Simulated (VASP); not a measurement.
Set up this calculation in VASP 6.6.1, as the native input.

```
Task                   : single point
Functional             : PBE
Potentials or basis    : VASP PAW PBE potentials, release 64 (Zr_sv)
Cutoff                 : 520 eV
k mesh                 : 17 × 17 × 17
Occupations            : fermi-dirac, width 0.1 eV
Spin                   : no spin polarisation
Dipole correction      : no
Further INCAR settings : ALGO = Normal; EDIFF = 1e-07; NBANDS = 12
```

The structure of Zr lies in POSCAR:

```
Zr
1.0
    2.1707195182      0.0000000000      0.0000000000
    0.0000000000      2.1707195182      0.0000000000
    0.0000000000      0.0000000000      2.1707195182
Zr
1
Direct
    0.0000000000      0.0000000000      0.0000000000
```

This isn't the form of Zr at room conditions, which is hcp.

The input as run:

INCAR

```
SYSTEM = Zr
PREC = Accurate ; ENCUT = 520
EDIFF = 1E-7 ; ISMEAR = -1
SIGMA = 0.1 ; LREAL = .False.
LASPH = .True. ; NELM = 80
ALGO = Normal ; ISIF = 2
LWAVE = .False. ; LCHARG = .False.
GGA = PE ; NBANDS = 12
```

KPOINTS

```
regular mesh
0
Gamma
  17 17 17
  0 0 0
```

Potentials or basis: VASP PAW PBE potentials, release 64 (Zr_sv).

Run with:

```sh
$ cat potpaw_PBE.64/Zr_sv/POTCAR > POTCAR
$ mpirun -np 1 vasp_std > vasp.out
```

It gave:

| Item | Value |
| --- | --- |
| Pressure | 355.0 GPa |
| Band gap on the k mesh | zero (bands 6 and 7 overlap by 8.88 eV) |

Caveat: the cell stands under pressure.

It took 23 s on 1 thread of AMD EPYC 7R13, on a shared host, peak memory 0.1 GiB.
